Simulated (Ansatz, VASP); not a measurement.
**AlN in VASP and in Ansatz**

File INCAR:

```
SYSTEM = AlN
PREC = Accurate
ENCUT = 520
EDIFF = 1E-8
ISMEAR = -1
SIGMA = 0.02
LREAL = .False.
LASPH = .True.
NELM = 120
ALGO = Normal
ISIF = 2
LWAVE = .False.
LCHARG = .False.
GGA = PE
LEFG = .True.
NBANDS = 11
GGA_COMPAT = .False.
```

The input KPOINTS:

```
Automatic mesh
0
Gamma
  10 10 10
  0 0 0
```

POSCAR

```
AlN
1.0
   -0.0593400000      1.9483300000      1.9483300000
    1.9483300000     -0.0593400000      1.9483300000
    1.9483300000      1.9483300000     -0.0593400000
Al N
1 1
Direct
    0.0000000000      0.0000000000      0.0000000000
    0.5000000000      0.5000000000      0.5000000000
```

Input for Ansatz:

```yaml
crystal:
  lattice:
    - [-0.05934, 1.94833, 1.94833]
    - [1.94833, -0.05934, 1.94833]
    - [1.94833, 1.94833, -0.05934]
  atoms:
    - { symbol: Al, position: [0.0, 0.0, 0.0] }
    - { symbol: "N", position: [0.5, 0.5, 0.5] }
kpoints:
  mp_grid: { grid: [10, 10, 10] }
scf:
  occupations: { method: fermi_dirac, width: 0.02 }
hamiltonian:
  xc: pbe
  pseudopotentials: { kind: paw }
output:
  forces: true
  stress: true
  eigenvalues: true
  efg: { contact_densities: true }
```

Change from the starting cell: equal xy, yz and zx shear strains of -3 %, PAW files.

Alike in both runs: task electric field gradients; functional PBE; k mesh 10 × 10 × 10; occupations fermi-dirac, width 0.02 eV; no spin polarisation.

```csv
,VASP,Ansatz
version,VASP 6.6.1,Ansatz 0.2.0
potentials or method,"VASP PAW PBE potentials, release 64 (Al, N)","PAW with Ansatz's default frozen-core files, scalar-relativistic"
plane-wave cutoff (eV),520,420
valence electrons in the cell,8,8
```

Ansatz gave:

- gap on the k mesh at the Fermi level (eV): 4.30
- pressure (GPa): 26.0
- traceless stress, the component that is largest in VASP (GPa): 9.85
- size of Vzz on the site where it differs most (V/Å²): 2.1

**Question.** Which values does VASP return?

**Answer.** gap on the k mesh at the Fermi level (eV): 4.29; pressure (GPa): 25.6; traceless stress, the component that is largest in VASP (GPa): 9.86; size of Vzz on the site where it differs most (V/Å²): 1.0.

With one functional, cell and mesh, what is left measures potentials, basis and numerics.
